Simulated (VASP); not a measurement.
Tl: single point with PBEsol

Crystal: Tl.

```xyz
2
Lattice="0.0000 3.4017 3.4017 3.4017 0.0000 3.4017 3.4017 3.4017 0.0000" Properties=species:S:1:pos:R:3 pbc="T T T"
Tl   -0.5953   -1.1056   -1.1056
Tl    0.5953    1.1056    1.1056
```

This cell differs from its parent crystal: shortest bond scaled by 0.7.

```yaml
Program: VASP 6.6.1
Task: single point
Functional: PBEsol
Potentials_or_basis: VASP PAW PBE potentials, release 64 (Tl_d)
Cutoff: 520 eV
k_mesh: 8 × 8 × 8
Occupations: fermi-dirac, width 0.05 eV
Spin: no spin polarisation
```

| Property | Result |
| --- | --- |
| Pressure | 25.9 GPa |
| Largest force | 21.485 eV/Å |
| Band gap on the k mesh | zero (band 13 reaches 5.66 eV, above the bottom of band 14 at 2.75 eV) |

Forces in eV/Å, atoms in the order of the input:
```
Tl  -12.404  12.404  12.404
Tl   12.404 -12.404 -12.404
```

Stress tensor (GPa, compression positive):
```
 25.85 -29.59 -29.59
-29.59  25.85  29.59
-29.59  29.59  25.85
```

Levels at points of the mesh, in eV from the Fermi level:
```tsv
k point	band 9	band 10	band 11	band 12	band 13	band 14	band 15	band 16	band 17	band 18
(0.00, 0.00, 0.00)	-11.05	-10.60	-9.39	-0.14	0.92	2.65	2.65	4.14	4.14	5.11
(0.50, 0.00, 0.00)	-10.78	-10.43	-7.70	-5.79	0.72	0.72	2.59	5.76	5.76	6.41
(0.00, 0.50, 0.00)	-10.90	-10.50	-8.37	-3.81	0.44	0.70	2.86	2.87	5.98	6.60
(0.50, 0.50, 0.00)	-10.75	-10.43	-7.80	-4.65	-0.47	0.27	1.01	3.04	8.70	8.99
```

It took 28 s on 1 thread of Intel(R) Xeon(R) 6975P-C (Granite Rapids), with other jobs on the host, peak memory 0.25 GiB.

Caveat: the cell differs from its parent crystal (shortest bond scaled by 0.7); the PAW data sets were made with another functional, which shifts forces and pressure a little; spin-orbit coupling is left out, which moves the levels of the heavy elements.
